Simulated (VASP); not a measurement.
# KCl (Pm-3m) in VASP: notebook

KCl is run at these levels: PBE0, LDA; tasks: single point.

All numbers are computed with VASP 6.6.1; they aren't measurements. Logs are shortened: lines on timing, memory, paths and dates and some standing lists are left out, and cuts for length are marked.

### 1 The cell of the first run

It takes space group Pm-3m (No. 221, cubic). The conventional cell has a = 3.839 Å, b = 3.839 Å, c = 3.839 Å, α = 90.00°, β = 90.00°, γ = 90.00°. Within 4.4 Å of K (site symmetry m-3m) lie 8 Cl at 3.32 Å and 6 K at 3.84 Å. Within 4.4 Å of Cl (site symmetry m-3m) lie 8 K at 3.32 Å and 6 Cl at 3.84 Å.

### 2 Single point, PBE0

POSCAR reads:

```
KCl
1.0
    3.8391960000      0.0000000000      0.0000000000
    0.0000000000      3.8391960000      0.0000000000
    0.0000000000      0.0000000000      3.8391960000
K Cl
1 1
Direct
    0.0000000000      0.0000000000      0.0000000000
    0.5000000000      0.5000000000      0.5000000000
```

INCAR.step1 reads:

```
ALGO = Normal
EDIFF = 1E-5
ENCUT = 520
GGA = PE
ISIF = 2
ISMEAR = -1
LASPH = T
LCHARG = F
LREAL = F
LWAVE = T
NBANDS = 15
NELM = 80
PREC = Accurate
SIGMA = 0.05
```

INCAR.step2 reads:

```
AEXX = 0.25
ALGO = Normal
EDIFF = 1E-6
ENCUT = 520
GGA = PE
ISIF = 2
ISMEAR = -1
ISTART = 1
LASPH = T
LCHARG = F
LHFCALC = T
LREAL = F
LWAVE = F
NBANDS = 15
NELM = 80
PREC = Accurate
PRECFOCK = Normal
SIGMA = 0.05
```

KPOINTS reads:

```
k-points
0
Gamma
  4 4 4
```

Potentials or basis: VASP PAW PBE potentials, release 64 (K_sv, Cl).

Started as:

```console
cat potpaw_PBE.64/K_sv/POTCAR potpaw_PBE.64/Cl/POTCAR > POTCAR
cp INCAR.step1 INCAR
mpirun -np 1 vasp_std > vasp.out
cp INCAR.step2 INCAR
mpirun -np 1 vasp_std > vasp.out
```

OUTCAR:

```text
AEXX = 0.25
   EDIFF = 1E-6
   ENCUT = 520
   GGA = PE
   ISIF = 2
   ISMEAR = -1
   ISTART = 1
   LASPH = T
   LHFCALC = T
   LREAL = F
   NELM = 80
   PREC = Accurate
   PRECFOCK = Normal

 ion  position               nearest neighbor table
   1  0.000  0.000  0.000-
   2  0.500  0.500  0.500-

  LATTYP: Found a simple cubic cell.
 ALAT       =     3.8391960000

  Lattice vectors:

 A1 = (   3.8391960000,   0.0000000000,   0.0000000000)
 A2 = (   0.0000000000,   3.8391960000,   0.0000000000)
 A3 = (   0.0000000000,   0.0000000000,   3.8391960000)

Analysis of symmetry for initial positions (statically):
=====================================================================
 Subroutine PRICEL returns:
 Original cell was already a primitive cell.

 Routine SETGRP: Setting up the symmetry group for a
 simple cubic supercell.

 Subroutine GETGRP returns: Found 48 space group operations
 (whereof 48 operations were pure point group operations)
 out of a pool of 48 trial point group operations.

The static configuration has the point symmetry O_h .

Analysis of symmetry for dynamics (positions and initial velocities):
=====================================================================
 Subroutine PRICEL returns:
 Original cell was already a primitive cell.

 Routine SETGRP: Setting up the symmetry group for a
 simple cubic supercell.

 Subroutine GETGRP returns: Found 48 space group operations
 (whereof 48 operations were pure point group operations)
 out of a pool of 48 trial point group operations.

The dynamic configuration has the point symmetry O_h .

 Subroutine INISYM returns: Found 48 space group operations
 (whereof 48 operations are pure point group operations),
 and found     1 'primitive' translations

----------------------------------------------------------------------------------------

                                     Primitive cell

  volume of cell :      56.5875

  direct lattice vectors                    reciprocal lattice vectors
     3.839196000  0.000000000  0.000000000     0.260471203  0.000000000  0.000000000
     0.000000000  3.839196000  0.000000000     0.000000000  0.260471203  0.000000000
     0.000000000  0.000000000  3.839196000     0.000000000  0.000000000  0.260471203

  length of vectors
     3.839196000  3.839196000  3.839196000     0.260471203  0.260471203  0.260471203

[... 81 lines left out ...]
   EFERMI_NEDOS =   21; number of points for ismear=-14 and -15
   IALGO  =     38    algorithm
   IMIX   =      1    mixing-type and parameters
     AMIX     =   0.40;   BMIX     =  1.00
     AMIX_MAG =   1.60;   BMIX_MAG =  1.00
  volume/ion in A,a.u.               =      28.29       190.94
  Fermi-wavevector in a.u.,A,eV,Ry     =   1.074504  2.030517 15.708715  1.154558
  Thomas-Fermi vector in A             =   2.210334
   LORBIT       =      0    0 simple, 1 ext, 2 COOP (PROOUT), +10 PAW based schemes
   GGA     = PE    functional components
   LHFCALC =     T    Hartree Fock is set to
   PRECFOCK=normal    Normal, Fast or Accurate (Low or Medium for compatibility)
   ENCUT4O =  -1.0   cutoff for four orbital integrals eV
   NKREDX  =     1    reduce k-point grid by
   NKREDY  =     1    reduce k-point grid by
   NKREDZ  =     1    reduce k-point grid by
   AEXX    =    0.2500 exact exchange contribution
   HFSCREEN=    0.0000 screening length (either q_TF or 0.3 A-1)
   HFSCREENC=   0.0000 screening length for correlation (either q_TF or 0.3 A-1)
   ENCUTFOCK=  -1.0 apply spherical cutoff to Coloumb kernel
   IVDW    =     0    specifies the selected vdW correction
   LEPSILON=     F    determine dielectric tensor
   LRPA    =     F    only Hartree local field effects (RPA)
 non-spin polarized calculation
  energy-cutoff  :      520.00
  volume of cell :       56.59
 maximum number of plane-waves:      1568
 NGX is ok and might be reduce to    30
  NGX = 24; NGY = 24; NGZ = 24

 number of electron      16.0000007 magnetization

 Free energy of the ion-electron system (eV)
  ---------------------------------------------------
  ext. energy  EPLUGINS =         0.00000000
  ---------------------------------------------------
  free energy    TOTEN  =        -8.24674701 eV

  energy without entropy =       -8.24674701  energy(sigma->0) =       -8.24674701

 E-fermi :  -1.0179     XC(G=0):  -6.3556

 val. band max:       -2.1913273438   @ k =   0.5000   0.5000   0.0000
 cond. band min:       4.6703146272   @ k =   0.0000   0.0000   0.0000
 fundamental gap:      6.8616419710
 Fermi energy:        -1.0179184386

 k-point     1 :       0.0000    0.0000    0.0000
  band No.  band energies     occupation
      1     -32.3928      2.00000
      2     -15.9714      2.00000
      3     -14.4132      2.00000
      4     -14.4132      2.00000
      5     -14.4132      2.00000
      6      -2.4124      2.00000
      7      -2.4124      2.00000
      8      -2.4124      2.00000
      9       4.6703      0.00000
     10       6.5699      0.00000
     11       6.5699      0.00000
     12      11.0989      0.00000
     13      11.0989      0.00000
     14      11.0989      0.00000
[... 149 lines left out ...]
      2     -15.5330      2.00000
      3     -14.5836      2.00000
      4     -14.5836      2.00000
      5     -14.5836      2.00000
      6      -3.5991      2.00000
      7      -3.5991      2.00000
      8      -3.5991      2.00000
      9       8.7457      0.00000
     10       8.7457      0.00000
     11       8.7457      0.00000
     12      10.2525      0.00000
     13      10.2525      0.00000
     14      10.2525      0.00000
     15      12.9187      0.00000

------------------------ aborting loop because EDIFF is reached ----------------------------------------

  FORCE on cell =-STRESS in cart. coord.  units (eV):
  Direction    XX          YY          ZZ          XY          YZ          ZX
  --------------------------------------------------------------------------------------
  -------------------------------------------------------------------------------------
  Total       -0.1904369     -0.1904369     -0.1904369     -0.0000000      0.0000000     -0.0000000
  in kB       -5.3918889     -5.3918889     -5.3918889     -0.0000000      0.0000000     -0.0000000
  external PRESSURE =      -5.3918889 kB  Pullay stress =       0.0000000 kB

 VOLUME and BASIS-vectors are now :
 -----------------------------------------------------------------------------
  energy-cutoff  :      520.00
  volume of cell :       56.59
      direct lattice vectors                 reciprocal lattice vectors
     3.839196000  0.000000000  0.000000000     0.260471203  0.000000000  0.000000000
     0.000000000  3.839196000  0.000000000     0.000000000  0.260471203  0.000000000
     0.000000000  0.000000000  3.839196000     0.000000000  0.000000000  0.260471203

 POSITION                                       TOTAL-FORCE (eV/Angst)
 -----------------------------------------------------------------------------------
      0.00000      0.00000      0.00000         0.000000      0.000000      0.000000
      1.91960      1.91960      1.91960         0.000000      0.000000      0.000000
 -----------------------------------------------------------------------------------
    total drift:                               -0.000000      0.000000     -0.000000

  FREE ENERGIE OF THE ION-ELECTRON SYSTEM (eV)
  ---------------------------------------------------
  free  energy   TOTEN  =        -8.2467470115 eV

  energy  without entropy=       -8.2467470115  energy(sigma->0) =       -8.24674701
```

OSZICAR.step1:

```text
N       E                     dE             d eps       ncg     rms          rms(c)
DAV:   1     0.103745816253E+03    0.10375E+03   -0.74561E+03   300   0.980E+02
DAV:   2    -0.850579374206E+00   -0.10460E+03   -0.96432E+02   398   0.244E+02
DAV:   3    -0.677153592781E+01   -0.59210E+01   -0.58885E+01   391   0.518E+01
DAV:   4    -0.696887193326E+01   -0.19734E+00   -0.19730E+00   465   0.878E+00
DAV:   5    -0.697040578887E+01   -0.15339E-02   -0.15338E-02   419   0.881E-01    0.291E+00
DAV:   6    -0.668583948219E+01    0.28457E+00   -0.30953E-01   363   0.318E+00    0.240E+00
DAV:   7    -0.665111652748E+01    0.34723E-01   -0.89131E-02   363   0.194E+00    0.145E+00
DAV:   8    -0.665300878318E+01   -0.18923E-02   -0.17794E-02   417   0.101E+00    0.204E-01
DAV:   9    -0.665308176896E+01   -0.72986E-04   -0.77192E-04   384   0.194E-01    0.110E-01
DAV:  10    -0.665335833200E+01   -0.27656E-03   -0.36656E-04   356   0.152E-01    0.254E-02
DAV:  11    -0.665335523482E+01    0.30972E-05   -0.12321E-05   349   0.273E-02
   1 F= -.66533552E+01 E0= -.66533552E+01  d E =-.116629E-10
```

It took 2.2 min on 1 thread of Intel Xeon 6975P-C (Granite Rapids), shared host; peak memory 0.18 GiB.

What came out:

| Quantity | Value |
| --- | --- |
| Free energy | -8.2467 eV |
| Pressure | -0.5 GPa |
| Band gap on the k mesh | 6.86 eV (least direct gap 7.08 eV) |

Levels at points of the mesh, in eV from the valence-band top:
```csv
k point,band 6,band 7,band 8,band 9,band 10,band 11
"(0.00, 0.00, 0.00)",-0.22,-0.22,-0.22,6.86,8.76,8.76
"(0.50, 0.00, 0.00)",-1.88,-0.22,-0.22,9.83,10.28,10.53
"(0.50, 0.50, 0.00)",-1.30,-1.30,0.00,8.32,9.55,11.37
"(0.50, 0.50, 0.50)",-1.41,-1.41,-1.41,10.94,10.94,10.94
```

Caveat: the PAW data sets were made with another functional, which shifts forces and pressure a little. A k mesh can miss the band edges.

(Part 1 of 2 ends here.)
